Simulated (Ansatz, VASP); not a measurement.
Two plane-wave programs on B

File INCAR:

```
PREC     = Accurate       # precision mode
ENCUT    = 600            # plane-wave cutoff, eV
EDIFF    = 1E-6           # SCF threshold, eV
ISMEAR   = 0              # smearing method
SIGMA    = 0.1            # smearing width, eV
LREAL    = F              # projectors in reciprocal space
LASPH    = T              # aspherical terms in the spheres
NELM     = 80             # most SCF steps
ALGO     = Normal         # electronic algorithm
ISIF     = 3              # what is computed and relaxed
LWAVE    = F              # write WAVECAR
LCHARG   = F              # write CHGCAR
GGA      = PS             # functional
IBRION   = 2              # ionic algorithm
NSW      = 100            # ionic steps
EDIFFG   = -0.01          # ionic threshold
```

KPOINTS

```
Automatic mesh
0
Gamma
  12 12 28
```

Contents of POSCAR:

```
B
1.0
    4.2073252007      0.0000000000      0.0000000000
   -2.1036626004      3.6436505058      0.0000000000
    0.0000000000      0.0000000000      1.6001490720
B
3
Direct
    0.0000000000      0.0000000000      0.0000000000
    0.3333333333      0.6666666667      0.5000000000
    0.6666666667      0.3333333333      0.5000000000
```

Input for Ansatz:

```yaml
crystal:
  lattice:
    - [4.2073252007, 0.0, 0.0]
    - [-2.1036626004, 3.6436505058, 0.0]
    - [0.0, 0.0, 1.600149072]
  atoms:
    - { symbol: B, position: [0.0, 0.0, 0.0] }
    - { symbol: B, position: [0.3333333333, 0.6666666667, 0.5] }
    - { symbol: B, position: [0.6666666667, 0.3333333333, 0.5] }
basis:
  ecutwfc: 420
kpoints:
  mp_grid: { grid: [12, 12, 28] }
hamiltonian:
  xc: pbesol
scf:
  occupations: { method: gaussian, width: 0.1 }
output:
  forces: true
  stress: true
  eigenvalues: true
relax:
  adjacent_minimum: "off"
  f_tol: 0.01
  max_steps: 80
  cell: { stress_tol: 0.05 }
```

Alike in both runs: task relaxation of cell and atoms; functional PBEsol; k mesh 12 × 12 × 28; occupations gaussian, width 0.1 eV; no spin polarisation.

|  | VASP | Ansatz |
| --- | --- | --- |
| version | VASP 6.6.1 | Ansatz 0.2.0 |
| potentials or method | VASP PAW PBE potentials, release 64 (B), cutoff 600 eV | scalar-relativistic, plane waves, PAW |
| valence electrons in the cell | 9 | 9 |

```tsv
	VASP	Ansatz	Ansatz less VASP
gap on the k mesh at the Fermi level, each at its own relaxed structure (eV)	none	none	-
relaxed volume (Å³/atom)	8.11	8.11	-0.004
relaxed cell length with the largest relative difference (Å)	1.603	1.602	-0.0007
```

VASP's potentials were made for PBE, not for PBEsol. A gap of «none» marks a metal or a gap that the smearing closes.
